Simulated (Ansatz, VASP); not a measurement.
# Two plane-wave programs on O

```
O
1.0
     9.00000    0.00000    0.00000
     0.00000    9.50000    0.00000
     0.00000    0.00000   10.00000
O
2
Direct
  0.50000 0.50000 0.43951
  0.50000 0.50000 0.56049
```

Alike in both runs: functional PBEsol; k mesh 1 × 1 × 1; occupations fermi-dirac, width 0.02 eV; collinear spin.

Ansatz relaxed the structure, and its values are those at the end. VASP's run is a single point on that final structure, the one shown.

|  | VASP | Ansatz |
| --- | --- | --- |
| version | VASP 6.6.1 | Ansatz 0.2.0 |
| potentials or method | VASP PAW PBE potentials, release 64 (O), cutoff 520 eV | plane waves, PAW |
| valence electrons in the cell | 12 | 12 |

Ansatz gave:

```
rms of the force components (eV/Å)                            : 0.001
net moment per atom (μB)                                      : 1.00
size of the moment on the site where the two differ most (μB) : 0.55
```

Question: Estimate VASP's values.

Answer: rms of the force components (eV/Å): 0.805; net moment per atom (μB): 1.00; size of the moment on the site where the two differ most (μB): 0.81.

VASP's potentials were made for PBE, not for PBEsol. Site moments also hang on the region over which each program counts them. One of these differences is far larger than is usual between the two programs; its cause wasn't traced. Ansatz's warnings: end state compared, stress scf threshold loose.

Noted on VASP's run: the standard files for N, O and F lose accuracy on very short bonds.
